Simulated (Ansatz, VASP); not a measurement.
Two plane-wave programs on SnTe

Contents of INCAR:

```
SYSTEM = SnTe
ALGO = Normal
EDIFF = 1E-7
ENCUT = 520
GGA = PE
ISIF = 2
ISMEAR = 0
LASPH = .True.
LCHARG = .False.
LREAL = .False.
LWAVE = .False.
NBANDS = 17
NELM = 60
PREC = Accurate
SIGMA = 0.1
```

KPOINTS

```
k-points
0
Gamma
  12 12 12
  0 0 0
```

POSCAR

```
SnTe
1.0
    3.7764306050      0.0000000000      0.0000000000
    0.0000000000      3.7764306050      0.0000000000
    0.0000000000      0.0000000000      3.7764306050
Sn Te
1 1
Direct
    0.0000000000      0.0000000000      0.0000000000
    0.5000000000      0.5000000000      0.5000000000
```

Input for Ansatz:

```yaml
crystal:
  lattice:
    - [3.776430605, 0.0, 0.0]
    - [0.0, 3.776430605, 0.0]
    - [0.0, 0.0, 3.776430605]
  atoms:
    - { symbol: Sn, position: [0.0, 0.0, 0.0] }
    - { symbol: Te, position: [0.5, 0.5, 0.5] }
basis:
  ecutwfc: 420
kpoints:
  mp_grid: { grid: [12, 12, 12] }
hamiltonian:
  xc: pbe
scf:
  occupations: { method: gaussian, width: 0.1 }
output:
  forces: true
  stress: true
  eigenvalues: true
```

Alike in both runs: task single point; functional PBE; k mesh 12 × 12 × 12; occupations gaussian, width 0.1 eV; no spin polarisation.

|  | VASP | Ansatz |
| --- | --- | --- |
| version | VASP 6.6.1 | Ansatz 0.2.0 |
| potentials or method | VASP PAW PBE potentials, release 64 (Sn_d, Te), cutoff 520 eV | scalar-relativistic, plane waves, PAW |
| valence electrons in the cell | 20 | 30 |

```tsv
	VASP	Ansatz	Ansatz less VASP
gap on the k mesh at the Fermi level (eV)	none	none	-
pressure (GPa)	4.6	4.6	+0.06
```

A gap of «none» marks a metal or a gap that the smearing closes. The functional is the same, so the differences come from potentials, cutoffs and numerics. VASP's potentials hold 20 valence electrons a cell and Ansatz's 30, so a difference there can come from the potentials and not from the codes.

Spin-orbit coupling is off throughout.
